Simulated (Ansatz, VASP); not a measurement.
**ZnCu in VASP and in Ansatz**

```
CELL_PARAMETERS angstrom
2.94500 0.00000 0.00000
0.00000 2.94500 0.00000
0.00000 0.00000 2.94500
ATOMIC_POSITIONS crystal
Zn 0.50000 0.50000 0.50000
Cu 0.00980 0.00980 0.00980
```

Change from the starting cell: all Cu atoms moved -0.050 Å, as atom 2 towards its neighbour atom 1 (Zn) at 2.550 Å.

Alike in both runs: task single point; functional PBEsol; k mesh 16 × 16 × 16; occupations gaussian, width 0.15 eV; no spin polarisation.

|  | VASP | Ansatz |
| --- | --- | --- |
| version | VASP 6.6.1 | Ansatz 0.2.0 |
| potentials or method | VASP PAW PBE potentials, release 64 (Zn, Cu), cutoff 520 eV | scalar-relativistic, plane waves, PAW |
| valence electrons in the cell | 23 | 31 |

|  | VASP | Ansatz | Ansatz less VASP |
| --- | --- | --- | --- |
| gap on the k mesh at the Fermi level (eV) | none | none | - |
| pressure (GPa) | -3.6 | -4.6 | -0.92 |
| traceless stress, the component that is largest in VASP (GPa) | 0.09 | 0.09 | -0.001 |
| rms of the force components (eV/Å) | 0.131 | 0.129 | -0.0025 |

VASP's potentials were made for PBE, not for PBEsol. Atom by atom the forces differ by 0.002 eV/Å (rms over components). A gap of «none» marks a metal or a gap that the smearing closes. VASP's potentials hold 23 valence electrons a cell and Ansatz's 31, so a difference there can come from the potentials and not from the codes.
